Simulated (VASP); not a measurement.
A run of VASP 6.6.1 is set up as follows.

The input INCAR:

```
ALGO     = Normal         # electronic algorithm
EDIFF    = 1E-6           # SCF threshold, eV
ENCUT    = 520            # plane-wave cutoff, eV
GGA      = PS             # functional
ISIF     = 2              # what is computed and relaxed
ISMEAR   = 0              # smearing method
LASPH    = True           # aspherical terms in the spheres
LCHARG   = True           # write CHGCAR
LELF     = True           # ELF
LREAL    = False          # projectors in reciprocal space
LVHAR    = True         
LWAVE    = False          # write WAVECAR
NBANDS   = 15             # bands
NELM     = 60             # most SCF steps
PREC     = Accurate       # precision mode
SIGMA    = 0.05           # smearing width, eV
```

KPOINTS

```
k-points
0
Gamma
  6 6 6
```

File POSCAR:

```
RbBr
1.0
    4.1260773000      0.0000000000      0.0000000000
    0.0000000000      4.1260773000      0.0000000000
    0.0000000000      0.0000000000      4.1260773000
Rb Br
1 1
Direct
   -0.0257062603     -0.0257062603     -0.0727082840
    0.5000000000      0.5000000000      0.5000000000
```

Potentials or basis: VASP PAW PBE potentials, release 64 (Rb_sv, Br).

Command:

```bash
$ cat potpaw_PBE.64/Rb_sv/POTCAR potpaw_PBE.64/Br/POTCAR > POTCAR
$ mpirun -np 1 vasp_std > vasp.out
```

(1) Predict the largest force.

(2) Estimate the pressure.

(3) Predict the band gap on the k mesh.

Results:

(1) 0.268 eV/Å.

(2) 0.0 GPa.

(3) 3.94 eV (least direct gap 4.08 eV).

Caveat: the cell differs from its parent crystal (atom 1 (Rb) moved by (-0.150, -0.300) A along [1 1 0] and z); the PAW data sets were made with another functional, which shifts forces and pressure a little.
